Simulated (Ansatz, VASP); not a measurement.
# Ta: VASP beside Ansatz

```
Ta
1.0
     2.90392    0.00000    0.00000
    -1.45196    2.51487    0.00000
     0.00000    0.00000    5.13090
Ta
2
Direct
  0.33333 0.66667 0.25000
  0.66667 0.33333 0.75000
```

Alike in both runs: functional PBE; k mesh 13 × 13 × 7; occupations fermi-dirac, width 0.03 eV; no spin polarisation.

Ansatz relaxed the structure, and its values are those at the end. VASP's run is a single point on that final structure, the one shown.

```csv
,VASP,Ansatz
version,VASP 6.6.1,Ansatz 0.2.0
potentials or method,"VASP PAW PBE potentials, release 64 (Ta_pv)","PAW with Ansatz's default frozen-core files, scalar-relativistic"
plane-wave cutoff (eV),520,420
valence electrons in the cell,22,26
```

Ansatz gave:

| Property | Result |
| --- | --- |
| pressure (GPa) | 0.0 |

**Question.** Which values does VASP return?

**Answer.** Pressure (GPa): 0.1.

The functional is the same, so the differences come from potentials, cutoffs and numerics. VASP's potentials hold 22 valence electrons a cell and Ansatz's 26, so a difference there can come from the potentials and not from the codes.

Spin-orbit coupling is off throughout.
